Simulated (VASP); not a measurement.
A run of VASP 6.6.1 is set up as follows.

File INCAR:

```
SYSTEM = AgCl
PREC = Accurate
ENCUT = 520
EDIFF = 1E-6
ISMEAR = -1
SIGMA = 0.03
LREAL = .FALSE.
LASPH = .TRUE.
NELM = 80
ALGO = Normal
ISIF = 2
LWAVE = .FALSE.
LCHARG = .FALSE.
GGA = PE
NBANDS = 26
```

Contents of KPOINTS:

```
Automatic mesh
0
G
  9 9 8
  0 0 0
```

POSCAR

```
AgCl
1.0
    1.8709097030     -5.5565952358      0.0000000000
    1.8709097030      5.5565952358      0.0000000000
    0.0000000000      0.0000000000      3.8455566030
Ag Cl
2 2
Direct
    0.3965554000      0.6034446000      0.7500000000
    0.6034446000      0.3965554000      0.2500000000
    0.8654487300      0.1345512700      0.2500000000
    0.1345512700      0.8654487300      0.7500000000
```

Potentials or basis: VASP PAW PBE potentials, release 64 (Ag, Cl).

Run with:

```console
$ cat potpaw_PBE.64/Ag/POTCAR potpaw_PBE.64/Cl/POTCAR > POTCAR
$ mpirun -np 1 vasp_std > vasp.out
```

What does it give for the band gap on the k mesh?

0.48 eV, indirect (least direct gap 2.04 eV).

Predict the pressure.

2.9 GPa.

Estimate the largest force.

0.030 eV/Å.

Forces on the atoms (eV/Å):
```
Ag   0.000  0.007  0.000
Ag   0.000 -0.007  0.000
Cl   0.000  0.030  0.000
Cl   0.000 -0.030  0.000
```

Caveat: the cell differs from its parent crystal (zz strain of -2 %). A k mesh can miss the band edges.
